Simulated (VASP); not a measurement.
# Sc8H in VASP: notebook, part 2 of 2

VASP 6.6.1.

### Step 3. Single point, PBE

Input file INCAR:

```
PREC = Accurate ; ENCUT = 520
EDIFF = 1E-6 ; ISMEAR = 0
SIGMA = 0.1 ; LREAL = False
LASPH = True ; NELM = 60
ALGO = Normal ; ISIF = 2
LWAVE = False ; LCHARG = False
LDIPOL = True ; IDIPOL = 3
DIPOL = 0.5 0.5 0.323 ; GGA = PE
NBANDS = 54
```

Input file KPOINTS:

```
Automatic mesh
0
Gamma
  4 5 1
```

Input file POSCAR:

```
Sc8H
1.0
    6.6389479791      0.0000000000      0.0000000000
    0.0000000000      5.1626219083      0.0000000000
    0.0000000000      0.0000000000     19.1132872497
Sc H
8 1
Direct
    0.0000000000      0.7500000000      0.2092784955
    0.5000000000      0.7500000000      0.2092784955
    0.2500000000      0.2500000000      0.2594137541
    0.7500000000      0.2500000000      0.2594137541
    0.2500000000      0.7500000000      0.3452852846
    0.7500000000      0.7500000000      0.3452852846
    0.0000000000      0.2500000000      0.3983243254
    0.5000000000      0.2500000000      0.3983243254
    0.1250000000      0.2500000000      0.4865449452
```

Potentials or basis: VASP PAW PBE potentials, release 64 (Sc_sv, H).

Run with:

```bash
> cat potpaw_PBE.64/Sc_sv/POTCAR potpaw_PBE.64/H/POTCAR > POTCAR
> mpirun -np 1 vasp_std > vasp.out
```

OUTCAR:

```text
PREC = Accurate
   ENCUT = 520
   EDIFF = 1E-6
   ISMEAR = 0
   LREAL = False
   LASPH = True
   NELM = 60
   ISIF = 2
   GGA = PE

 ion  position               nearest neighbor table
   1  0.000  0.750  0.209-   5 3.08   6 3.08   3 3.21   4 3.21   3 3.21   4 3.21   2 3.32   2 3.32

   2  0.500  0.750  0.209-   5 3.08   6 3.08   3 3.21   4 3.21   3 3.21   4 3.21   1 3.32   1 3.32

   3  0.250  0.250  0.259-   5 3.06   5 3.06   8 3.13   7 3.13   1 3.21   1 3.21   2 3.21   2 3.21
                             4 3.32   4 3.32
   4  0.750  0.250  0.259-   6 3.06   6 3.06   8 3.13   7 3.13   1 3.21   1 3.21   2 3.21   2 3.21
                             3 3.32   3 3.32
   5  0.250  0.750  0.345-   3 3.06   3 3.06   1 3.08   2 3.08   8 3.23   7 3.23   7 3.23   8 3.23
                             6 3.32   6 3.32
   6  0.750  0.750  0.345-   4 3.06   4 3.06   1 3.08   2 3.08   8 3.23   7 3.23   7 3.23   8 3.23
                             5 3.32   5 3.32
   7  0.000  0.250  0.398-   9 1.88   4 3.13   3 3.13   6 3.23   5 3.23   5 3.23   6 3.23   8 3.32
                             8 3.32
   8  0.500  0.250  0.398-   3 3.13   4 3.13   5 3.23   6 3.23   5 3.23   6 3.23   7 3.32   7 3.32

   9  0.125  0.250  0.487-   7 1.88

  LATTYP: Found a simple orthorhombic cell.
 ALAT       =     5.1626219083
 B/A-ratio  =     1.2859643989
 C/A-ratio  =     3.7022442451

  Lattice vectors:

 A1 = (   0.0000000000,  -5.1626219083,   0.0000000000)
 A2 = (   6.6389479791,   0.0000000000,   0.0000000000)
 A3 = (   0.0000000000,   0.0000000000,  19.1132872497)

Analysis of symmetry for initial positions (statically):
=====================================================================
 Subroutine PRICEL returns:
 Original cell was already a primitive cell.

 Routine SETGRP: Setting up the symmetry group for a
 simple orthorhombic supercell.

 Subroutine GETGRP returns: Found  2 space group operations
 (whereof  1 operations were pure point group operations)
 out of a pool of  8 trial point group operations.

The static configuration has the point symmetry C_1 .
 The point group associated with its full space group is C_1h.

Analysis of symmetry for dynamics (positions and initial velocities):
=====================================================================
 Subroutine PRICEL returns:
 Original cell was already a primitive cell.

 Routine SETGRP: Setting up the symmetry group for a
 simple orthorhombic supercell.

 Subroutine GETGRP returns: Found  2 space group operations
 (whereof  1 operations were pure point group operations)
 out of a pool of  8 trial point group operations.

The dynamic configuration has the point symmetry C_1 .
 The point group associated with its full space group is C_1h.

 Subroutine INISYM returns: Found  2 space group operations
 (whereof  1 operations are pure point group operations),
 and found     1 'primitive' translations

----------------------------------------------------------------------------------------

                                     Primitive cell

  volume of cell :     655.0960

  direct lattice vectors                    reciprocal lattice vectors
     6.638947979  0.000000000  0.000000000     0.150626274  0.000000000  0.000000000
     0.000000000  5.162621908  0.000000000     0.000000000  0.193700026  0.000000000
[... 70 lines left out ...]
   ions per type =               8   1
   NGX,Y,Z   is equivalent  to a cutoff of  12.52, 12.88, 12.53 a.u.
   NGXF,Y,Z  is equivalent  to a cutoff of  25.04, 25.76, 25.05 a.u.
 SYSTEM =  unknown system
   PREC   = accura    normal or accurate (medium, high low for compatibility)
   ISTART =      0    job   : 0-new  1-cont  2-samecut
   ICHARG =      2    charge: 1-file 2-atom 10-const
   ISPIN  =      1    spin polarized calculation?
   LNONCOLLINEAR =      F non collinear calculations
   LSORBIT =      F    spin-orbit coupling
   LASPH  =      T    aspherical Exc in radial PAW
   ENCUT  =  520.0 eV  38.22 Ry    6.18 a.u.  12.34  9.60 35.54*2*pi/ulx,y,z
   NELM   =     60;   NELMIN=  2; NELMDL= -5     # of ELM steps
   EDIFF  = 0.1E-05   stopping-criterion for ELM
   LREAL  =      F    real-space projection
   EDIFFG = 0.1E-04   stopping-criterion for IOM
   NSW    =      0    number of steps for IOM
   IBRION =     -1    ionic relax: 0-MD 1-quasi-New 2-CG
   NFREE  =      0    steps in history (QN), initial steepest desc. (CG)
   ISIF   =      2    stress and relaxation
   ISYM   =      2    0-nonsym 1-usesym 2-fastsym
   POTIM  = 0.5000    time-step for ionic-motion
   TEBEG  =    0.0;   TEEND  =   0.0 temperature during run
   PSTRESS=    0.0 pullay stress
   NELECT =      89.0000    total number of electrons
   NUPDOWN=      -1.0000    fix difference up-down
   EMIN   =  10.00;   EMAX   =-10.00  energy-range for DOS
   EFERMI =   0.00;   METHOD = LEGACY
   ISMEAR =     0;   SIGMA  =   0.10  broadening in eV -4-tet -1-fermi 0-gaus
   EFERMI_NEDOS =   21; number of points for ismear=-14 and -15
   IALGO  =     38    algorithm
   IMIX   =      4    mixing-type and parameters
     AMIX     =   0.40;   BMIX     =  1.00
     AMIX_MAG =   1.60;   BMIX_MAG =  1.00
  volume/ion in A,a.u.               =      72.79       491.20
  Fermi-wavevector in a.u.,A,eV,Ry     =   0.841595  1.590384  9.636765  0.708282
  Thomas-Fermi vector in A             =   1.956165
   LORBIT       =      0    0 simple, 1 ext, 2 COOP (PROOUT), +10 PAW based schemes
   GGA     = PE    functional components
   LHFCALC =     F    Hartree Fock is set to
   AEXX    =    0.0000 exact exchange contribution
   IVDW    =     0    specifies the selected vdW correction
   LEPSILON=     F    determine dielectric tensor
   LRPA    =     F    only Hartree local field effects (RPA)
 non-spin polarized calculation
 Gauss-broadening in eV      SIGMA  =   0.10
  energy-cutoff  :      520.00
  volume of cell :      655.10
 maximum number of plane-waves:     17709
 NGX is ok and might be reduce to    50
   NGX = 25   NGY = 19   NGZ = 71

 dipolmoment           0.000000      0.000000     -0.379622 electrons x Angstroem

 number of electron      88.9999996 magnetization

 dipolmoment           0.000000      0.000000      0.177297 electrons x Angstroem

 Free energy of the ion-electron system (eV)
  ---------------------------------------------------
  ext. energy  EPLUGINS =         0.00000000
  ---------------------------------------------------
  free energy    TOTEN  =       -48.43392054 eV

  energy without entropy =      -48.34311436  energy(sigma->0) =      -48.38851745

 E-fermi :  -1.4598     XC(G=0):  -3.9600

 val. band max:       -1.4689808751   @ k =   0.5000   0.2000   0.0000
 cond. band min:      -1.4516752648   @ k =   0.2500   0.4000   0.0000
 fundamental gap:      0.0173056103
 Fermi energy:        -1.4597601791

 k-point     1 :       0.0000    0.0000    0.0000
  band No.  band energies     occupation
      1     -51.3452      2.00000
      2     -51.2420      2.00000
      3     -51.2225      2.00000
      4     -50.9033      2.00000
      5     -50.8149      2.00000
      6     -50.7877      2.00000
[... 502 lines left out ...]
     53      -0.5751      0.00000
     54      -0.4974      0.00000

------------------------ aborting loop because EDIFF is reached ----------------------------------------

 vacuum level on the upper side and lower side of the slab       (xc-potential included)         0.382        -0.593

  FORCE on cell =-STRESS in cart. coord.  units (eV):
  Direction    XX          YY          ZZ          XY          YZ          ZX
  --------------------------------------------------------------------------------------
  -------------------------------------------------------------------------------------
  Total        0.5113717     -1.7452174      0.3671770      0.0000000      0.0000000      1.0841759
  in kB        1.2506688     -4.2683021      0.8980097      0.0000000      0.0000000      2.6515839
  external PRESSURE =      -0.7065412 kB  Pullay stress =       0.0000000 kB

 VOLUME and BASIS-vectors are now :
 -----------------------------------------------------------------------------
  energy-cutoff  :      520.00
  volume of cell :      655.10
      direct lattice vectors                 reciprocal lattice vectors
     6.638947979  0.000000000  0.000000000     0.150626274  0.000000000  0.000000000
     0.000000000  5.162621908  0.000000000     0.000000000  0.193700026  0.000000000
     0.000000000  0.000000000 19.113287250     0.000000000  0.000000000  0.052319624

 POSITION                                       TOTAL-FORCE (eV/Angst)
 -----------------------------------------------------------------------------------
      0.00000      3.87197      4.00000         0.002929      0.000000     -0.082792
      3.31947      3.87197      4.00000         0.004963      0.000000     -0.186876
      1.65974      1.29066      4.95825         0.062068      0.000000      0.159334
      4.97921      1.29066      4.95825        -0.058993      0.000000      0.155276
      1.65974      3.87197      6.59954         0.108133      0.000000     -0.121563
      4.97921      3.87197      6.59954        -0.180363      0.000000     -0.166410
      0.00000      1.29066      7.61329         0.060369      0.000000     -0.112358
      3.31947      1.29066      7.61329        -0.620487      0.000000      0.340191
      0.82987      1.29066      9.29947         0.621381      0.000000      0.015197
 -----------------------------------------------------------------------------------
    total drift:                               -0.000026     -0.000000      0.001496

  FREE ENERGIE OF THE ION-ELECTRON SYSTEM (eV)
  ---------------------------------------------------
  free  energy   TOTEN  =       -48.4339205394 eV

  energy  without entropy=      -48.3431143590  energy(sigma->0) =      -48.38851745

 vacuum level on the upper side and lower side of the slab         2.804         1.822
```

Run time: 11 min. Hardware: 1 thread of AMD EPYC 9R45 (Zen 5), shared host; peak memory 0.67 GiB.

What came out:

* Free energy: -48.4339 eV
* Largest force: 0.708 eV/Å
* Band gap on the k mesh: zero (an odd number of electrons rules out a gap without spin polarisation)

Forces in eV/Å, atoms in the order of the input:
```
Sc   0.003  0.000 -0.083
Sc   0.005  0.000 -0.187
Sc   0.062  0.000  0.159
Sc  -0.059  0.000  0.155
Sc   0.108  0.000 -0.122
Sc  -0.180  0.000 -0.166
Sc   0.060  0.000 -0.112
Sc  -0.620  0.000  0.340
H    0.621  0.000  0.015
```

The gap in the log of VASP goes by the Fermi energy; the results here count the filled bands.